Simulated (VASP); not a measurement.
Crystal: Cu.

```xyz
1
Lattice="2.3365 0.0000 0.0000 0.0000 2.3365 0.0000 0.0000 0.0000 2.3365" Properties=species:S:1:pos:R:3 pbc="T T T"
Cu    0.0000    0.0000    0.0000
```

* Program: VASP 6.6.1
* Task: relaxation of cell and atoms
* Functional: BLYP
* Potentials or basis: VASP PAW PBE potentials, release 64 (Cu)
* Cutoff: 600 eV
* k mesh: 13 × 13 × 13
* Occupations: fermi-dirac, width 0.1 eV
* Spin: no spin polarisation

At the start: pressure 18.7 GPa; volume 12.75 Å³/atom.

How do energy, volume and symmetry change on relaxing?

Over 3 steps the energy falls by 107.6 meV/atom and the volume is 14.88 Å³/atom (+16.6 %); space group Pm-3m (No. 221, to 0.05 Å).

Step by step:
```
step  energy change (eV)  largest force (eV/Å)  pressure (GPa)  volume (Å³)
   1              0.0000                0.0000           18.75        12.75
   2             -0.0974                0.0000           -3.88        15.71
   3             -0.1076                0.0000            0.09        14.88
```

Final structure:
```
CELL_PARAMETERS angstrom
2.45938 0.00000 0.00000
0.00000 2.45938 0.00000
0.00000 0.00000 2.45938
ATOMIC_POSITIONS crystal
Cu 0.00000 0.00000 0.00000
```

Caveat: the volume moved by over 15 % at a fixed basis, so the end points are rough; the PAW data sets were made with another functional, which shifts forces and pressure a little.
